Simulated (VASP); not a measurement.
A run of VASP 6.6.1 is set up as follows.

Contents of INCAR:

```
  PREC = Accurate
  ENCUT = 520
  EDIFF = 1E-6
  ISMEAR = 0
  SIGMA = 0.1
  LREAL = False
  LASPH = True
  NELM = 80
  ALGO = Fast
  ISIF = 2
  LWAVE = False
  LCHARG = True
  GGA = PE
  LELF = True
  LVHAR = True
  NBANDS = 40
```

Contents of KPOINTS:

```
Automatic mesh
0
Gamma
  8 8 8
```

The input POSCAR:

```
ScIn4
1.0
    5.4257819080      0.0000000000      0.0000000000
    0.0000000000      5.4257819080      0.0000000000
    0.0000000000      0.0000000000      5.4257819080
Sc In
1 4
Direct
    0.5000000000      0.5000000000      0.5000000000
    0.8005665255      0.8005665255      0.8005665255
    0.1994334745      0.1994334745      0.8005665255
    0.1994334745      0.8005665255      0.1994334745
    0.8005665255      0.1994334745      0.1994334745
```

Potentials or basis: VASP PAW PBE potentials, release 64 (Sc_sv, In_d).

Run with:

```bash
$ cat potpaw_PBE.64/Sc_sv/POTCAR potpaw_PBE.64/In_d/POTCAR > POTCAR
$ mpirun -np 1 vasp_std > vasp.out
```

(1) What does it give for the pressure?

(2) Predict the largest force.

(3) Estimate the band gap on the k mesh.

Answers

(1) 0.0 GPa.

(2) 0.005 eV/Å.

(3) zero (an odd number of electrons rules out a gap without spin polarisation).

Caveat: spin-orbit coupling is left out, which moves the levels of the heavy elements.
